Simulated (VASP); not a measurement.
# GaN (P6_3mc) in VASP: a series of runs

The runs below take GaN through vibrations by perturbation theory, with PBE.

Program: VASP 6.6.1. These are calculated values, not measurements. Logs are shortened: lines on timing, memory, paths and dates and some standing lists are left out, and cuts for length are marked.

## 1. The cell of the first run

Symmetry: P6_3mc, No. 186, hexagonal system. The conventional cell has a = 3.138 Å, b = 3.138 Å, c = 5.303 Å, α = 90.00°, β = 90.00°, γ = 120.00°. Within 2.6 Å of Ga (site symmetry 3m) lie 4 N at 1.94 to 1.97 Å. Within 2.6 Å of N (site symmetry 3m) lie 4 Ga at 1.94 to 1.97 Å.

## 2. Vibrations by perturbation theory, PBE

Input file INCAR:

```
SYSTEM = GaN
PREC     = Accurate       ! precision mode
ENCUT    = 520            ! plane-wave cutoff, eV
EDIFF    = 1E-8           ! SCF threshold, eV
ISMEAR   = 0              ! smearing method
SIGMA    = 0.01           ! smearing width, eV
LREAL    = .FALSE.        ! projectors in reciprocal space
LASPH    = .TRUE.         ! aspherical terms in the spheres
NELM     = 80             ! most SCF steps
ALGO     = Normal         ! electronic algorithm
ISIF     = 2              ! what is computed and relaxed
LWAVE    = .FALSE.        ! write WAVECAR
LCHARG   = .FALSE.        ! write CHGCAR
GGA      = PE             ! functional
IBRION   = 8              ! ionic algorithm
NSW      = 1              ! ionic steps
LEPSILON = .TRUE.         ! dielectric tensor by DFPT
```

Input file KPOINTS:

```
regular mesh
0
G
  8 8 5
  0 0 0
```

Input file POSCAR:

```
GaN
1.0
    3.1379171759      0.0000000000      0.0000000000
   -1.5689585880      2.7175159893      0.0000000000
    0.0000000000      0.0000000000      5.3029105239
Ga N
2 2
Direct
    0.3333333333      0.6666666667      0.0032073853
    0.6666666667      0.3333333333      0.5032073853
    0.3333333333      0.6666666667      0.3737926147
    0.6666666667      0.3333333333      0.8737926147
```

Potentials or basis: VASP PAW PBE potentials, release 64 (Ga_d, N).

On the command line:

```bash
$ cat potpaw_PBE.64/Ga_d/POTCAR potpaw_PBE.64/N/POTCAR > POTCAR
$ mpirun -np 1 vasp_std > vasp.out
```

OUTCAR:

```text
SYSTEM = GaN
   PREC = Accurate
   ENCUT = 520
   EDIFF = 1E-8
   ISMEAR = 0
   LREAL = .FALSE.
   LASPH = .TRUE.
   NELM = 80
   ISIF = 2
   GGA = PE
   IBRION = 8
   NSW = 1
   LEPSILON = .TRUE.

 ion  position               nearest neighbor table
   1  0.333  0.667  0.003-   4 1.94   4 1.94   4 1.94   3 1.97
   2  0.667  0.333  0.503-   3 1.94   3 1.94   3 1.94   4 1.97
   3  0.333  0.667  0.374-   2 1.94   2 1.94   2 1.94   1 1.97
   4  0.667  0.333  0.874-   1 1.94   1 1.94   1 1.94   2 1.97

  LATTYP: Found a hexagonal cell.
 ALAT       =     3.1379171759
 C/A-ratio  =     1.6899459822

  Lattice vectors:

 A1 = (   3.1379171759,   0.0000000000,   0.0000000000)
 A2 = (  -1.5689585880,   2.7175159893,   0.0000000000)
 A3 = (   0.0000000000,   0.0000000000,   5.3029105239)

Analysis of symmetry for initial positions (statically):
=====================================================================
 Subroutine PRICEL returns:
 Original cell was already a primitive cell.

 Routine SETGRP: Setting up the symmetry group for a
 hexagonal supercell.

 Subroutine GETGRP returns: Found 12 space group operations
 (whereof  6 operations were pure point group operations)
 out of a pool of 24 trial point group operations.

The static configuration has the point symmetry C_3v.
 The point group associated with its full space group is C_6v.

Analysis of symmetry for dynamics (positions and initial velocities):
=====================================================================
 Subroutine PRICEL returns:
 Original cell was already a primitive cell.

 Routine SETGRP: Setting up the symmetry group for a
 hexagonal supercell.

 Subroutine GETGRP returns: Found 12 space group operations
[... 875 lines left out ...]
 ---------------------------------------------------------------------------------
 ion    1
    1     2.59960    -0.00000     0.00000
    2    -0.00000     2.59960     0.00000
    3     0.00000    -0.00000     2.77589
 ion    2
    1     2.59960    -0.00000     0.00000
    2    -0.00000     2.59960     0.00000
    3    -0.00000     0.00000     2.77589
 ion    3
    1    -2.59960     0.00000     0.00000
    2     0.00000    -2.59960    -0.00000
    3     0.00000     0.00000    -2.77589
 ion    4
    1    -2.59960     0.00000     0.00000
    2     0.00000    -2.59960     0.00000
    3    -0.00000    -0.00000    -2.77589

 INTERNAL STRAIN TENSOR FOR ION    4 for displacements in x,y,z  (eV/Angst):
          X           Y           Z          XY          YZ          ZX
  --------------------------------------------------------------------------------
  x    -0.00000     0.00000     0.00000    10.03104    -0.00000     6.10300
  y    10.03104   -10.03104     0.00000     0.00000     6.42719    -0.00000
  z     6.16122     6.16122    -7.83460    -0.00000     0.00000    -0.00000

 SECOND DERIVATIVES (NOT SYMMETRIZED)
 ------------------------------------
               1X          1Y          1Z          2X          2Y          2Z          3X          3Y          3Z          4X          4Y          4Z
  1X   -13.564429    0.000000    0.000000    0.354586   -0.000000    0.000000    0.999969   -0.000000   -0.000000   12.209874   -0.000000   -0.000000
  1Y     0.000000  -13.564429    0.000000   -0.000000    0.354586    0.000000   -0.000000    0.999969    0.000000   -0.000000   12.209874   -0.000000
  1Z     0.000000   -0.000000  -19.991260    0.000000    0.000000    8.326869   -0.000000    0.000000    6.319088   -0.000000    0.000000    5.345303
  2X     0.354586   -0.000000   -0.000000  -13.564429    0.000000   -0.000000   12.209874   -0.000000   -0.000000    0.999969   -0.000000    0.000000
  2Y    -0.000000    0.354586    0.000000    0.000000  -13.564429    0.000000   -0.000000   12.209874    0.000000   -0.000000    0.999969   -0.000000
  2Z     0.000000    0.000000    8.326869   -0.000000    0.000000  -19.991260    0.000000    0.000000    5.345303    0.000000   -0.000000    6.319088
  3X     0.993416   -0.000000   -0.000000   12.199537   -0.000000    0.000000  -13.802797    0.000000   -0.000000    0.609844   -0.000000    0.000000
  3Y    -0.000000    0.993416   -0.000000   -0.000000   12.199537    0.000000    0.000000  -13.802797    0.000000   -0.000000    0.609844    0.000000
  3Z     0.000000    0.000000    6.343158    0.000000   -0.000000    5.360734   -0.000000    0.000000  -17.620215   -0.000000   -0.000000    5.916323
  4X    12.199537   -0.000000   -0.000000    0.993416   -0.000000   -0.000000    0.609844   -0.000000    0.000000  -13.802797    0.000000    0.000000
  4Y    -0.000000   12.199537    0.000000   -0.000000    0.993416    0.000000   -0.000000    0.609844    0.000000    0.000000  -13.802797   -0.000000
  4Z     0.000000    0.000000    5.360734    0.000000   -0.000000    6.343158    0.000000    0.000000    5.916323    0.000000   -0.000000  -17.620215

 Eigenvectors and eigenvalues of the dynamical matrix
 ----------------------------------------------------

   1 f  =   20.274105 THz   127.385960 2PiTHz  676.271357 cm-1    83.846924 meV
             X         Y         Z           dx          dy          dz
     -0.000000  1.811677  0.017008     0.000000   -0.000000    0.017347
      1.568959  0.905839  2.668464     0.000000   -0.000000   -0.017347
     -0.000000  1.811677  1.982189     0.000000   -0.000000   -0.706894
      1.568959  0.905839  4.633644    -0.000000    0.000000    0.706894
[... 71 lines left out ...]
  12 f/i=    0.009867 THz     0.061994 2PiTHz    0.329116 cm-1     0.040805 meV
             X         Y         Z           dx          dy          dz
     -0.000000  1.811677  0.017008     0.000000   -0.000000    0.645462
      1.568959  0.905839  2.668464     0.000000   -0.000000    0.645462
     -0.000000  1.811677  1.982189     0.000000   -0.000000    0.288754
      1.568959  0.905839  4.633644     0.000000   -0.000000    0.288754

--------------------------------------------------------------------------------------------------------

 MACROSCOPIC STATIC DIELECTRIC TENSOR IONIC CONTRIBUTION
 ------------------------------------------------------
           4.096963    -0.000000     0.000000
          -0.000000     4.096963     0.000000
           0.000000     0.000000     5.278076
 ------------------------------------------------------

 ELASTIC MODULI CONTR FROM IONIC RELAXATION (kBar)
 Direction    XX          YY          ZZ          XY          YZ          ZX
 --------------------------------------------------------------------------------
 XX        -726.5602    269.0815    290.0532      0.0000     -0.0000      0.0000
 YY         269.0815   -726.5602    290.0532      0.0000      0.0000     -0.0000
 ZZ         290.0532    290.0532   -367.8023     -0.0000      0.0000      0.0000
 XY           0.0000      0.0000     -0.0000   -497.8209     -0.0000      0.0000
 YZ          -0.0000     -0.0000      0.0000     -0.0000   -189.9998      0.0000
 ZX           0.0000     -0.0000      0.0000     -0.0000      0.0000   -205.0898
 --------------------------------------------------------------------------------

 PIEZOELECTRIC TENSOR IONIC CONTR  for field in x, y, z        (C/m^2)
          XX          YY          ZZ          XY          YZ          ZX
  --------------------------------------------------------------------------------
  x     0.00000    -0.00000     0.00000     0.00000     0.00000    -0.86253
  y    -0.00000     0.00000     0.00000    -0.00000    -0.83019     0.00000
  z    -1.03390    -1.03390     1.31104     0.00000    -0.00000    -0.00000
```

Run time: 7 min. Hardware: 1 thread of Intel Xeon 6975P-C (Granite Rapids), shared host; peak memory 0.44 GiB.

Results:

```
Electronic dielectric tensor (diagonal)                 : 5.82, 5.82, 6.17
Born charges (mean of the diagonal)                     : Ga +2.66; N -2.66 e
Highest phonon frequency at Γ, LO-TO splitting left out : 676 cm⁻¹
```

Phonon frequencies in cm⁻¹ (negative: imaginary):
| q point | frequencies |
| --- | --- |
| (0.000, 0.000, 0.000) | 0 0 0 134 134 332 522 555 555 562 562 676 |

Electronic dielectric tensor:
```
5.82 0.00 0.00
0.00 5.82 0.00
0.00 0.00 6.17
```

Born effective charge tensors (e):
atom 1, Ga
```
2.60 0.00 0.00
0.00 2.60 0.00
0.00 0.00 2.78
```
atom 2, Ga
```
2.60 0.00 0.00
0.00 2.60 0.00
0.00 0.00 2.78
```
atom 3, N
```
-2.60  0.00  0.00
 0.00 -2.60  0.00
 0.00  0.00 -2.78
```
atom 4, N
```
-2.60  0.00  0.00
 0.00 -2.60  0.00
 0.00  0.00 -2.78
```

Caveat: the cell stands under pressure or tension, which shifts response properties.

## 3. Vibrations by perturbation theory, PBE

This run uses another cell than the first one, of 11.58 Å³/atom.

Input file INCAR:

```
SYSTEM = GaN
PREC = Accurate
ENCUT = 520
EDIFF = 1E-8
ISMEAR = 0
SIGMA = 0.01
LREAL = .False.
LASPH = .True.
NELM = 100
ALGO = Normal
ISIF = 2
LWAVE = .False.
LCHARG = .True.
GGA = PE
IBRION = 8
NSW = 1
LEPSILON = .True.
```

Input file KPOINTS:

```
regular mesh
0
Gamma
  8 8 5
  0 0 0
```

Input file POSCAR:

```
GaN
1.0
    3.1861928248      0.0000000000      0.0000000000
   -1.5930964124      2.7593239276      0.0000000000
    0.0000000000      0.0000000000      5.2667812399
Ga N
2 2
Direct
    0.3333333333      0.6666666667      0.0013073350
    0.6666666667      0.3333333333      0.5013073350
    0.3333333333      0.6666666667      0.3756926650
    0.6666666667      0.3333333333      0.8756926650
```

Potentials or basis: VASP PAW PBE potentials, release 64 (Ga_d, N).

On the command line:

```bash
$ cat potpaw_PBE.64/Ga_d/POTCAR potpaw_PBE.64/N/POTCAR > POTCAR
$ mpirun -np 1 vasp_std > vasp.out
```

OUTCAR:

```text
SYSTEM = GaN
   PREC = Accurate
   ENCUT = 520
   EDIFF = 1E-8
   ISMEAR = 0
   LREAL = .False.
   LASPH = .True.
   NELM = 100
   ISIF = 2
   GGA = PE
   IBRION = 8
   NSW = 1
   LEPSILON = .True.

 ion  position               nearest neighbor table
   1  0.333  0.667  0.001-   4 1.95   4 1.95   4 1.95   3 1.97
   2  0.667  0.333  0.501-   3 1.95   3 1.95   3 1.95   4 1.97
   3  0.333  0.667  0.376-   2 1.95   2 1.95   2 1.95   1 1.97
   4  0.667  0.333  0.876-   1 1.95   1 1.95   1 1.95   2 1.97

  LATTYP: Found a hexagonal cell.
 ALAT       =     3.1861928248
 C/A-ratio  =     1.6530014125

  Lattice vectors:

 A1 = (   3.1861928248,   0.0000000000,   0.0000000000)
 A2 = (  -1.5930964124,   2.7593239276,   0.0000000000)
 A3 = (   0.0000000000,   0.0000000000,   5.2667812399)

Analysis of symmetry for initial positions (statically):
=====================================================================
 Subroutine PRICEL returns:
 Original cell was already a primitive cell.

 Routine SETGRP: Setting up the symmetry group for a
 hexagonal supercell.

 Subroutine GETGRP returns: Found 12 space group operations
 (whereof  6 operations were pure point group operations)
 out of a pool of 24 trial point group operations.

The static configuration has the point symmetry C_3v.
 The point group associated with its full space group is C_6v.

Analysis of symmetry for dynamics (positions and initial velocities):
=====================================================================
 Subroutine PRICEL returns:
 Original cell was already a primitive cell.

 Routine SETGRP: Setting up the symmetry group for a
 hexagonal supercell.

 Subroutine GETGRP returns: Found 12 space group operations
 (whereof  6 operations were pure point group operations)
 out of a pool of 24 trial point group operations.

The dynamic configuration has the point symmetry C_3v.
 The point group associated with its full space group is C_6v.

 Subroutine INISYM returns: Found 12 space group operations
 (whereof  6 operations are pure point group operations),
 and found     1 'primitive' translations

----------------------------------------------------------------------------------------

                                     Primitive cell

  volume of cell :      46.3042

[... 835 lines left out ...]
     0.00000 -0.00000 -8.11663

 MACROSCOPIC STATIC DIELECTRIC TENSOR (including local field effects in DFT)
 ------------------------------------------------------
           5.969934     0.000000     0.000000
          -0.000000     5.969934     0.000000
           0.000000     0.000000     6.200085
 ------------------------------------------------------

 PIEZOELECTRIC TENSOR (including local field effects)  for field in x, y, z        (e  Angst)
          XX          YY          ZZ          XY          YZ          ZX
  --------------------------------------------------------------------------------
  x     0.00000     0.00000     0.00000     0.00000     0.00000     1.66256
  y     0.00000     0.00000     0.00000    -0.00000     1.66256     0.00000
  z     1.50521     1.50521    -3.09928     0.00000     0.00000     0.00000

 PIEZOELECTRIC TENSOR (including local field effects)  for field in x, y, z        (C/m^2)
          XX          YY          ZZ          XY          YZ          ZX
  --------------------------------------------------------------------------------
  x     0.00000     0.00000     0.00000     0.00000     0.00000     0.57526
  y     0.00000     0.00000     0.00000    -0.00000     0.57526     0.00000
  z     0.52082     0.52082    -1.07239     0.00000     0.00000     0.00000

 BORN EFFECTIVE CHARGES (including local field effects) (in |e|, cummulative output)
 ---------------------------------------------------------------------------------
 ion    1
    1     2.62197     0.00000     0.00000
    2     0.00000     2.62197     0.00000
    3     0.00000     0.00000     2.77581
 ion    2
    1     2.62197    -0.00000    -0.00000
    2    -0.00000     2.62197     0.00000
    3     0.00000    -0.00000     2.77581
 ion    3
    1    -2.62197     0.00000     0.00000
    2     0.00000    -2.62197     0.00000
    3     0.00000     0.00000    -2.77581
 ion    4
    1    -2.62197     0.00000    -0.00000
    2    -0.00000    -2.62197     0.00000
    3     0.00000    -0.00000    -2.77581

 INTERNAL STRAIN TENSOR FOR ION    4 for displacements in x,y,z  (eV/Angst):
          X           Y           Z          XY          YZ          ZX
  --------------------------------------------------------------------------------
  x     0.00000     0.00000     0.00000     8.95763    -0.00000     5.08654
  y     8.95763    -8.95763     0.00000     0.00000     5.39845    -0.00000
  z     5.09708     5.09708    -8.11663     0.00000    -0.00000     0.00000

 SECOND DERIVATIVES (NOT SYMMETRIZED)
 ------------------------------------
               1X          1Y          1Z          2X          2Y          2Z          3X          3Y          3Z          4X          4Y          4Z
  1X   -12.569537    0.000000    0.000000    0.338225    0.000000   -0.000000    1.011303    0.000000    0.000000   11.220008    0.000000    0.000000
  1Y     0.000000  -12.569537    0.000000   -0.000000    0.338225    0.000000    0.000000    1.011303    0.000000    0.000000   11.220008    0.000000
  1Z     0.000000    0.000000  -18.988343    0.000000    0.000000    8.030477   -0.000000   -0.000000    6.093866    0.000000    0.000000    4.864000
  2X     0.338225    0.000000   -0.000000  -12.569537    0.000000   -0.000000   11.220008    0.000000    0.000000    1.011303    0.000000   -0.000000
  2Y    -0.000000    0.338225    0.000000    0.000000  -12.569537   -0.000000    0.000000   11.220008    0.000000    0.000000    1.011303   -0.000000
  2Z     0.000000    0.000000    8.030477    0.000000   -0.000000  -18.988343    0.000000   -0.000000    4.864000    0.000000    0.000000    6.093866
  3X     1.037755   -0.000000    0.000000   11.243055    0.000000    0.000000  -12.893895    0.000000    0.000000    0.613085    0.000000    0.000000
  3Y     0.000000    1.037755    0.000000    0.000000   11.243055    0.000000    0.000000  -12.893895    0.000000    0.000000    0.613085    0.000000
  3Z    -0.000000    0.000000    6.120843    0.000000    0.000000    4.882161    0.000000    0.000000  -16.785272    0.000000    0.000000    5.782269
  4X    11.243055   -0.000000    0.000000    1.037755    0.000000    0.000000    0.613085   -0.000000    0.000000  -12.893895    0.000000    0.000000
  4Y     0.000000   11.243055    0.000000    0.000000    1.037755    0.000000    0.000000    0.613085   -0.000000    0.000000  -12.893895    0.000000
  4Z     0.000000    0.000000    4.882161    0.000000    0.000000    6.120843    0.000000    0.000000    5.782269    0.000000    0.000000  -16.785272

 Eigenvectors and eigenvalues of the dynamical matrix
 ----------------------------------------------------

   1 f  =   19.855681 THz   124.756923 2PiTHz  662.314228 cm-1    82.116462 meV
             X         Y         Z           dx          dy          dz
     -0.000000  1.839549  0.006885    -0.000000    0.000000    0.022780
      1.593096  0.919775  2.640276    -0.000000    0.000000   -0.022780
     -0.000000  1.839549  1.978691    -0.000000    0.000000   -0.706740
      1.593096  0.919775  4.612082     0.000000   -0.000000    0.706740
[... 71 lines left out ...]
  12 f/i=    0.012070 THz     0.075840 2PiTHz    0.402622 cm-1     0.049919 meV
             X         Y         Z           dx          dy          dz
     -0.000000  1.839549  0.006885     0.196226   -0.614949   -0.000000
      1.593096  0.919775  2.640276     0.196226   -0.614949   -0.000000
     -0.000000  1.839549  1.978691     0.087755   -0.275014   -0.000000
      1.593096  0.919775  4.612082     0.087755   -0.275014   -0.000000

--------------------------------------------------------------------------------------------------------

 MACROSCOPIC STATIC DIELECTRIC TENSOR IONIC CONTRIBUTION
 ------------------------------------------------------
           4.384080    -0.000000     0.000000
          -0.000000     4.384080     0.000000
           0.000000     0.000000     5.484457
 ------------------------------------------------------

 ELASTIC MODULI CONTR FROM IONIC RELAXATION (kBar)
 Direction    XX          YY          ZZ          XY          YZ          ZX
 --------------------------------------------------------------------------------
 XX        -575.5624    250.3270    259.3092     -0.0000      0.0000     -0.0000
 YY         250.3270   -575.5624    259.3092      0.0000     -0.0000      0.0000
 ZZ         259.3092    259.3092   -413.4928     -0.0000      0.0000      0.0000
 XY          -0.0000      0.0000     -0.0000   -412.9447      0.0000     -0.0000
 YZ           0.0000     -0.0000      0.0000      0.0000   -138.5067      0.0000
 ZX          -0.0000      0.0000      0.0000     -0.0000      0.0000   -150.4460
 --------------------------------------------------------------------------------

 PIEZOELECTRIC TENSOR IONIC CONTR  for field in x, y, z        (C/m^2)
          XX          YY          ZZ          XY          YZ          ZX
  --------------------------------------------------------------------------------
  x    -0.00000     0.00000     0.00000    -0.00000     0.00000    -0.76419
  y     0.00000     0.00000     0.00000     0.00000    -0.73324     0.00000
  z    -0.88863    -0.88863     1.41701     0.00000    -0.00000    -0.00000
```

Wall time 7.5 min (1 thread of Intel Xeon 6975P-C (Granite Rapids), shared host); peak memory 0.46 GiB.

Results:

```yaml
Electronic_dielectric_tensor_diagonal: 5.97, 5.97, 6.20
Born_charges_mean_of_the_diagonal: Ga +2.67; N -2.67 e
Highest_phonon_frequency_at_Γ_LO-TO_splitting_left_out: 662 cm⁻¹
```

Phonon frequencies in cm⁻¹ (negative: imaginary):
| q point | frequencies |
| --- | --- |
| (0.000, 0.000, 0.000) | 0 0 0 134 134 324 506 535 535 543 543 662 |

Electronic dielectric tensor:
```
5.97 0.00 0.00
0.00 5.97 0.00
0.00 0.00 6.20
```

Born effective charge tensors (e):
atom 1, Ga
```
2.62 0.00 0.00
0.00 2.62 0.00
0.00 0.00 2.78
```
atom 2, Ga
```
2.62 0.00 0.00
0.00 2.62 0.00
0.00 0.00 2.78
```
atom 3, N
```
-2.62  0.00  0.00
 0.00 -2.62  0.00
 0.00  0.00 -2.78
```
atom 4, N
```
-2.62  0.00  0.00
 0.00 -2.62  0.00
 0.00  0.00 -2.78
```

Caveat: the cell stands under pressure or tension, which shifts response properties.
